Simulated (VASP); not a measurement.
The system is CoO.

```
CELL_PARAMETERS angstrom
0.00000 2.16283 2.16283
2.16283 0.00000 2.16283
2.16283 2.16283 0.00000
ATOMIC_POSITIONS crystal
Co 0.00000 0.00000 0.00000
O 0.50000 0.50000 0.50000
```

Base run:

```yaml
Program: VASP 6.6.1
Functional: PBE
Potentials_or_basis: VASP PAW PBE potentials, release 64 (Co_sv, O)
Cutoff: 600 eV
k_mesh: 10 × 10 × 10
Occupations: gaussian, width 0.05 eV
Spin: collinear spin, ferromagnetic start
Starting_moments: "[2.88, 0.24] μB"
Hubbard_terms: Co d U = 3.3 eV
```

Its results: band gap on the k mesh zero (filled and empty bands overlap); pressure -10.2 GPa; net moment 3.00 μB per cell; site moments Co +2.69; O +0.25 μB.

Task: The run is repeated on the same cell with these changes: potentials or basis from VASP PAW PBE potentials, release 64 (Co_sv, O) to VASP PAW PBE potentials, release 64 (Co, O); cutoff from 600 eV to 520 eV; further incar settings from ALGO = Normal; EDIFF = 1e-06; NBANDS = 22 to ALGO = Normal; EDIFF = 1e-06; NBANDS = 18; valence electrons from 23 to 15. What comes out?

Result: Band gap on the k mesh zero (filled and empty bands overlap); pressure -9.0 GPa; net moment 3.00 μB per cell; site moments Co +2.73; O +0.25 μB.

Caveats: a cell with one magnetic atom can't hold antiferromagnetic order, which such compounds often take.
